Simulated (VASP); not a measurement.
Here is a VASP 6.6.1 calculation.

File INCAR:

```
PREC = Accurate
ENCUT = 520
EDIFF = 1E-6
ISMEAR = 0
SIGMA = 0.15
LREAL = F
LASPH = T
NELM = 150
ALGO = Fast
ISIF = 2
LWAVE = F
LCHARG = F
ISPIN = 2
MAGMOM = 0.25
LORBIT = 11
NUPDOWN = 0.25
LMAXMIX = 4
GGA = PS
NBANDS = 15
```

KPOINTS

```
Automatic mesh
0
Gamma
  22 22 22
```

The input POSCAR:

```
Pt
1.0
    0.0000000000      1.9879272712      1.9879272712
    1.9879272712      0.0000000000      1.9879272712
    1.9879272712      1.9879272712      0.0000000000
Pt
1
Direct
    0.0000000000      0.0000000000      0.0000000000
```

Potentials or basis: VASP PAW PBE potentials, release 64 (Pt).

Run with:

```bash
$ cat potpaw_PBE.64/Pt/POTCAR > POTCAR
$ mpirun -np 1 vasp_std > vasp.out
```

Problem. What does it give for the pressure?

Solution. -11.3 GPa.

Caveat: the PAW data sets were made with another functional, which shifts forces and pressure a little; the total moment is fixed, so each spin has its own Fermi level.
